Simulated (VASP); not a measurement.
# BAs (F-43m) in VASP: a series of runs

Aim: see how the results for BAs move with the level of theory and the settings. Levels: PBE exchange alone, LDA. Tasks: single point.

Everything below comes from runs of VASP 6.6.1. Logs are shortened: lines on timing, memory, paths and dates and some standing lists are left out, and cuts for length are marked.

## 1. The cell of the first run

Symmetry: F-43m, No. 216, cubic system. Conventional cell: a = 4.712 Å, b = 4.712 Å, c = 4.712 Å, α = 90.00°, β = 90.00°, γ = 90.00°. Within 2.7 Å of As (site symmetry -43m) lie 4 B at 2.04 Å. Within 2.7 Å of B (site symmetry -43m) lie 4 As at 2.04 Å.

## 2. Single point, PBE exchange alone

INCAR

```
SYSTEM = BAs
PREC = Accurate
ENCUT = 520
EDIFF = 1E-7
ISMEAR = -1
SIGMA = 0.05
LREAL = .False.
LASPH = .True.
NELM = 80
ALGO = Normal
ISIF = 2
LWAVE = .False.
LCHARG = .False.
GGA = PE
ALDAC = 0.0
AGGAC = 0.0
NBANDS = 11
```

KPOINTS

```
regular mesh
0
Gamma
  10 10 10
  0 0 0
```

POSCAR

```
BAs
1.0
    0.0000000000      2.3562190158      2.3562190158
    2.3562190158      0.0000000000      2.3562190158
    2.3562190158      2.3562190158      0.0000000000
As B
1 1
Direct
    0.7500000000      0.7500000000      0.7500000000
    0.0000000000      0.0000000000      0.0000000000
```

Potentials or basis: VASP PAW PBE potentials, release 64 (As, B).

Launch:

```bash
$ cat potpaw_PBE.64/As/POTCAR potpaw_PBE.64/B/POTCAR > POTCAR
$ mpirun -np 1 vasp_std > vasp.out
```

OUTCAR:

```text
SYSTEM = BAs
   PREC = Accurate
   ENCUT = 520
   EDIFF = 1E-7
   ISMEAR = -1
   LREAL = .False.
   LASPH = .True.
   NELM = 80
   ISIF = 2
   GGA = PE

 ion  position               nearest neighbor table
   1  0.750  0.750  0.750-   2 2.04   2 2.04   2 2.04   2 2.04
   2  0.000  0.000  0.000-   1 2.04   1 2.04   1 2.04   1 2.04

  LATTYP: Found a face centered cubic cell.
 ALAT       =     4.7124380316

  Lattice vectors:

 A1 = (   0.0000000000,   2.3562190158,   2.3562190158)
 A2 = (   2.3562190158,   0.0000000000,   2.3562190158)
 A3 = (   2.3562190158,   2.3562190158,   0.0000000000)

Analysis of symmetry for initial positions (statically):
=====================================================================
 Subroutine PRICEL returns:
 Original cell was already a primitive cell.

 Routine SETGRP: Setting up the symmetry group for a
 face centered cubic supercell.

 Subroutine GETGRP returns: Found 24 space group operations
 (whereof 24 operations were pure point group operations)
 out of a pool of 48 trial point group operations.

The static configuration has the point symmetry T_d .

Analysis of symmetry for dynamics (positions and initial velocities):
=====================================================================
 Subroutine PRICEL returns:
 Original cell was already a primitive cell.

 Routine SETGRP: Setting up the symmetry group for a
 face centered cubic supercell.

 Subroutine GETGRP returns: Found 24 space group operations
 (whereof 24 operations were pure point group operations)
 out of a pool of 48 trial point group operations.

The dynamic configuration has the point symmetry T_d .

 Subroutine INISYM returns: Found 24 space group operations
 (whereof 24 operations are pure point group operations),
 and found     1 'primitive' translations

----------------------------------------------------------------------------------------

                                     Primitive cell

  volume of cell :      26.1624

  direct lattice vectors                    reciprocal lattice vectors
     0.000000000  2.356219016  2.356219016    -0.212204382  0.212204382  0.212204382
     2.356219016  0.000000000  2.356219016     0.212204382 -0.212204382  0.212204382
     2.356219016  2.356219016  0.000000000     0.212204382  0.212204382 -0.212204382

  length of vectors
     3.332196888  3.332196888  3.332196888     0.367548771  0.367548771  0.367548771

  position of ions in fractional coordinates (direct lattice)
     0.750000000  0.750000000  0.750000000
[... 80 lines left out ...]
   EDIFFG = 0.1E-05   stopping-criterion for IOM
   NSW    =      0    number of steps for IOM
   IBRION =     -1    ionic relax: 0-MD 1-quasi-New 2-CG
   NFREE  =      0    steps in history (QN), initial steepest desc. (CG)
   ISIF   =      2    stress and relaxation
   ISYM   =      2    0-nonsym 1-usesym 2-fastsym
   POTIM  = 0.5000    time-step for ionic-motion
   TEBEG  =    0.0;   TEEND  =   0.0 temperature during run
   PSTRESS=    0.0 pullay stress
   NELECT =       8.0000    total number of electrons
   NUPDOWN=      -1.0000    fix difference up-down
   EMIN   =  10.00;   EMAX   =-10.00  energy-range for DOS
   EFERMI =   0.00;   METHOD = LEGACY
   ISMEAR =    -1;   SIGMA  =   0.05  broadening in eV -4-tet -1-fermi 0-gaus
   EFERMI_NEDOS =   21; number of points for ismear=-14 and -15
   IALGO  =     38    algorithm
   IMIX   =      4    mixing-type and parameters
     AMIX     =   0.40;   BMIX     =  1.00
     AMIX_MAG =   1.60;   BMIX_MAG =  1.00
  volume/ion in A,a.u.               =      13.08        88.28
  Fermi-wavevector in a.u.,A,eV,Ry     =   1.102925  2.084225 16.550708  1.216443
  Thomas-Fermi vector in A             =   2.239375
   LORBIT       =      0    0 simple, 1 ext, 2 COOP (PROOUT), +10 PAW based schemes
   GGA     = PE    functional components
   LHFCALC =     F    Hartree Fock is set to
   AEXX    =    0.0000 exact exchange contribution
   IVDW    =     0    specifies the selected vdW correction
   LEPSILON=     F    determine dielectric tensor
   LRPA    =     F    only Hartree local field effects (RPA)
 non-spin polarized calculation
  energy-cutoff  :      520.00
  volume of cell :       26.16
 maximum number of plane-waves:       725
 NGX is ok and might be reduce to    28
   NGX = 13   NGY = 13   NGZ = 13

 number of electron       8.0000000 magnetization

 Free energy of the ion-electron system (eV)
  ---------------------------------------------------
  ext. energy  EPLUGINS =         0.00000000
  ---------------------------------------------------
  free energy    TOTEN  =        -8.04762256 eV

  energy without entropy =       -8.04762255  energy(sigma->0) =       -8.04762255

 E-fermi :   8.7625     XC(G=0):  -9.0149

 val. band max:        8.0938029562   @ k =   0.0000   0.0000   0.0000
 cond. band min:       9.4657112244   @ k =   0.4000   0.4000   0.0000
 fundamental gap:      1.3719082681
 Fermi energy:         8.7625019963

 k-point     1 :       0.0000    0.0000    0.0000
  band No.  band energies     occupation
      1      -7.5939      2.00000
      2       8.0938      2.00000
      3       8.0938      2.00000
      4       8.0938      2.00000
      5      11.5024      0.00000
      6      11.5024      0.00000
      7      11.5024      0.00000
      8      13.3400      0.00000
      9      18.3672      0.00000
     10      21.3891      0.00000
     11      21.3891      0.00000
[... 309 lines left out ...]
 k-point    24 :       0.4000    0.3000    0.0000
  band No.  band energies     occupation
      1      -4.8676      2.00000
      2       1.5717      2.00000
      3       4.0242      2.00000
      4       4.5109      2.00000
      5       9.9825      0.00000
      6      11.7489      0.00000
      7      17.2711      0.00000
      8      17.4642      0.00000
      9      20.5851      0.00000
     10      24.4025      0.00000
     11      24.7059      0.00000

 [... further k-points ...]
[... 5 lines left out ...]
  --------------------------------------------------------------------------------------
  -------------------------------------------------------------------------------------
  Total        4.1327970      4.1327970      4.1327970      0.0000000      0.0000000      0.0000000
  in kB      253.0915789    253.0915789    253.0915789      0.0000000      0.0000000      0.0000000
  external PRESSURE =     253.0915789 kB  Pullay stress =       0.0000000 kB

 VOLUME and BASIS-vectors are now :
 -----------------------------------------------------------------------------
  energy-cutoff  :      520.00
  volume of cell :       26.16
      direct lattice vectors                 reciprocal lattice vectors
     0.000000000  2.356219016  2.356219016    -0.212204382  0.212204382  0.212204382
     2.356219016  0.000000000  2.356219016     0.212204382 -0.212204382  0.212204382
     2.356219016  2.356219016  0.000000000     0.212204382  0.212204382 -0.212204382

 POSITION                                       TOTAL-FORCE (eV/Angst)
 -----------------------------------------------------------------------------------
      3.53433      3.53433      3.53433         0.000000      0.000000      0.000000
      0.00000      0.00000      0.00000        -0.000000     -0.000000     -0.000000
 -----------------------------------------------------------------------------------
    total drift:                                0.000000      0.000000      0.000000

  FREE ENERGIE OF THE ION-ELECTRON SYSTEM (eV)
  ---------------------------------------------------
  free  energy   TOTEN  =        -8.0476225604 eV

  energy  without entropy=       -8.0476225462  energy(sigma->0) =       -8.04762255
```

OSZICAR:

```text
N       E                     dE             d eps       ncg     rms          rms(c)
DAV:   1     0.169597693376E+02    0.16960E+02   -0.37176E+03  1034   0.640E+02
DAV:   2    -0.808693925551E+01   -0.25047E+02   -0.24158E+02  1403   0.109E+02
DAV:   3    -0.885416960139E+01   -0.76723E+00   -0.76573E+00  1304   0.177E+01
DAV:   4    -0.885608427965E+01   -0.19147E-02   -0.19146E-02  1150   0.102E+00
DAV:   5    -0.885608721555E+01   -0.29359E-05   -0.29358E-05  1245   0.432E-02    0.539E+00
DAV:   6    -0.811740408414E+01    0.73868E+00   -0.21505E+00  1106   0.622E+00    0.254E+00
DAV:   7    -0.805205602929E+01    0.65348E-01   -0.24557E-01  1216   0.254E+00    0.108E+00
DAV:   8    -0.804689624405E+01    0.51598E-02   -0.32641E-02  1192   0.109E+00    0.121E-01
DAV:   9    -0.804736210883E+01   -0.46586E-03   -0.86289E-04  1194   0.185E-01    0.824E-02
DAV:  10    -0.804761497711E+01   -0.25287E-03   -0.32353E-04  1093   0.131E-01    0.189E-02
DAV:  11    -0.804762268413E+01   -0.77070E-05   -0.83503E-06  1241   0.225E-02    0.166E-02
DAV:  12    -0.804762247284E+01    0.21129E-06   -0.37779E-06  1106   0.115E-02    0.462E-03
DAV:  13    -0.804762256036E+01   -0.87519E-07   -0.14996E-07  1250   0.254E-03
   1 F= -.80476226E+01 E0= -.80476226E+01  d E =-.141540E-07
```

Wall time 30 s (1 thread of Intel Xeon 8259CL, shared host); peak memory 0.16 GiB.

Results:

| Item | Value |
| --- | --- |
| Free energy | -8.0476 eV |
| Pressure | 25.3 GPa |
| Band gap on the k mesh | 1.37 eV, indirect (least direct gap 3.41 eV) |

## 3. Single point, PBE exchange alone

This run uses another cell than the first one, of 13.35 Å³/atom, 1.021 times its volume.

INCAR, as its differences from that of step 2:

```diff
@@ -3,3 +3,3 @@
 ENCUT = 520
-EDIFF = 1E-7
+EDIFF = 1E-6
 ISMEAR = -1
@@ -8,3 +8,3 @@
 LASPH = .True.
-NELM = 80
+NELM = 100
 ALGO = Normal
```

KPOINTS is that of step 2.

POSCAR

```
BAs
1.0
    0.0000000000      2.3724693156      2.3724693156
    2.3724693156      0.0000000000      2.3724693156
    2.3724693156      2.3724693156      0.0000000000
As B
1 1
Direct
    0.7500000000      0.7500000000      0.7500000000
    0.0000000000      0.0000000000      0.0000000000
```

Potentials or basis: VASP PAW PBE potentials, release 64 (As, B).

Launch:

```bash
$ cat potpaw_PBE.64/As/POTCAR potpaw_PBE.64/B/POTCAR > POTCAR
$ mpirun -np 1 vasp_std > vasp.out
```

It took 33 s on 1 thread of Intel Xeon 8259CL, shared host; peak memory 0.16 GiB.

It converged, with:

```yaml
Free_energy: -8.1272 eV
Pressure: 21.5 GPa
Band_gap_on_the_k_mesh: 1.39 eV, indirect (least direct gap 3.38 eV)
```

Levels at points of the mesh, in eV from the valence-band top:
| k point | band 1 | band 2 | band 3 | band 4 | band 5 | band 6 | band 7 | band 8 | band 9 |
| --- | --- | --- | --- | --- | --- | --- | --- | --- | --- |
| (0.00, 0.00, 0.00) | -15.50 | 0.00 | 0.00 | 0.00 | 3.38 | 3.38 | 3.38 | 4.98 | 10.16 |
| (0.50, 0.00, 0.00) | -12.60 | -8.81 | -1.84 | -1.84 | 2.93 | 4.93 | 4.93 | 9.21 | 13.13 |
| (0.50, 0.50, 0.00) | -11.27 | -8.56 | -4.11 | -4.11 | 1.65 | 1.69 | 11.54 | 11.54 | 13.13 |

## 4. Single point, LDA

This run uses another cell than the first one, of 13.90 Å³/atom, 1.063 times its volume.

INCAR

```
ALGO = Normal
EDIFF = 1E-6
ENCUT = 520
ISIF = 2
ISMEAR = -1
LASPH = T
LCHARG = T
LELF = T
LREAL = F
LVHAR = T
LWAVE = F
NBANDS = 11
NELM = 60
PREC = Accurate
SIGMA = 0.05
```

KPOINTS

```
k-points
0
Gamma
  10 10 10
```

POSCAR

```
BAs
1.0
    0.0000000000      2.4043183418      2.4043183418
    2.4043183418      0.0000000000      2.4043183418
    2.4043183418      2.4043183418      0.0000000000
As B
1 1
Direct
    0.7500000000      0.7500000000      0.7500000000
    0.0000000000      0.0000000000      0.0000000000
```

Potentials or basis: VASP PAW LDA potentials, release 64 (As, B).

Launch:

```bash
$ cat potpaw_LDA.64/As/POTCAR potpaw_LDA.64/B/POTCAR > POTCAR
$ mpirun -np 1 vasp_std > vasp.out
```

Wall time 28 s (1 thread of Intel Xeon 8259CL, shared host); peak memory 0.15 GiB.

It converged, with:

| Property | Result |
| --- | --- |
| Free energy | -12.9061 eV |
| Pressure | -5.6 GPa |
| Band gap on the k mesh | 1.14 eV, indirect (least direct gap 3.22 eV) |

Levels at points of the mesh, in eV from the valence-band top:
```csv
k point,band 1,band 2,band 3,band 4,band 5,band 6,band 7,band 8
"(0.00, 0.00, 0.00)",-15.20,0.00,0.00,0.00,3.22,3.22,3.22,4.44
"(0.50, 0.00, 0.00)",-12.41,-8.61,-1.78,-1.78,2.57,4.72,4.72,8.65
"(0.50, 0.50, 0.00)",-11.17,-8.32,-3.99,-3.99,1.35,1.44,11.05,11.05
```

## 5. Single point, LDA

This run uses another cell than the first one, of 14.17 Å³/atom, 1.083 times its volume.

INCAR

```
PREC = Accurate ; ENCUT = 520
EDIFF = 1E-7 ; ISMEAR = -1
SIGMA = 0.05 ; LREAL = False
LASPH = True ; NELM = 100
ALGO = Normal ; ISIF = 2
LWAVE = False ; LCHARG = False
GGA = CA ; NBANDS = 11
```

KPOINTS

```
Automatic mesh
0
Gamma
  10 10 10
```

POSCAR

```
BAs
1.0
    0.0000000000      2.4199312360      2.4199312360
    2.4199312360      0.0000000000      2.4199312360
    2.4199312360      2.4199312360      0.0000000000
As B
1 1
Direct
    0.7500000000      0.7500000000      0.7500000000
    0.0000000000      0.0000000000      0.0000000000
```

Launch:

```bash
$ cat potpaw_LDA.64/As/POTCAR potpaw_LDA.64/B/POTCAR > POTCAR
$ mpirun -np 1 vasp_std > vasp.out
```

Run time: 26 s. Hardware: 1 thread of Intel Xeon 8259CL, shared host; peak memory 0.15 GiB.

Results (log left out):

```
Free energy            : -12.8830 eV
Pressure               : -7.9 GPa
Band gap on the k mesh : 1.16 eV, indirect (least direct gap 3.20 eV)
```

Levels at points of the mesh, in eV from the valence-band top:
| k point | band 1 | band 2 | band 3 | band 4 | band 5 | band 6 | band 7 | band 8 |
| --- | --- | --- | --- | --- | --- | --- | --- | --- |
| (0.00, 0.00, 0.00) | -15.03 | 0.00 | 0.00 | 0.00 | 3.20 | 3.20 | 3.20 | 4.20 |
| (0.50, 0.00, 0.00) | -12.31 | -8.47 | -1.75 | -1.75 | 2.46 | 4.70 | 4.70 | 8.61 |
| (0.50, 0.50, 0.00) | -11.09 | -8.21 | -3.92 | -3.92 | 1.37 | 1.46 | 10.86 | 10.86 |

## 6. The runs side by side

```csv
level,potentials or basis,cell,gap on the mesh (eV),pressure (GPa)
PBE exchange alone,"VASP PAW PBE potentials, release 64 (As, B)","a = 3.332 Å, angles 60.0°, 2 atoms",1.37,25.3
PBE exchange alone,"VASP PAW PBE potentials, release 64 (As, B)","a = 3.355 Å, angles 60.0°, 2 atoms",1.39,21.5
LDA,"VASP PAW LDA potentials, release 64 (As, B)","a = 3.400 Å, angles 60.0°, 2 atoms",1.14,-5.6
LDA,"VASP PAW LDA potentials, release 64 (As, B)","a = 3.422 Å, angles 60.0°, 2 atoms",1.16,-7.9
```

Alike in all rows: task single point; no spin polarisation; k mesh 10 × 10 × 10; cutoff (eV) 520; smearing fermi-dirac 0.05 eV.

Absolute energies hang on the potentials; compare differences alone.
